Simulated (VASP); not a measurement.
BaS:

```xyz
2
Lattice="0.0000 3.2119 3.2119 3.2119 0.0000 3.2119 3.2119 3.2119 0.0000" Properties=species:S:1:pos:R:3 pbc="T T T"
Ba    0.0000    0.0000    0.0000
S     3.2119    3.2119    3.2119
```

Base run:

```yaml
Program: VASP 6.6.1
Functional: r2SCAN
Potentials_or_basis: VASP PAW PBE potentials, release 64 (Ba_sv, S)
Cutoff: 520 eV
k_mesh: 8 × 8 × 8
Occupations: gaussian, width 0.01 eV
Spin: no spin polarisation
```

Its results: band gap on the k mesh 2.49 eV, indirect (least direct gap 2.64 eV); pressure 0.6 GPa.

Task: The run is repeated on the same cell with these changes: functional from r2SCAN to PBE; k mesh from 8 × 8 × 8 to 4 × 4 × 4. What comes out?

Result: Band gap on the k mesh 2.13 eV, indirect (least direct gap 2.28 eV); pressure 0.7 GPa.

Several settings changed at once, so the effect can't be laid on one alone.

Caveats: some runs use coarse meshes; spin-orbit coupling is left out, which moves the levels of the heavy elements; the PAW data sets were made with another functional, which shifts forces and pressure a little (some runs).

A k mesh can miss the band edges.
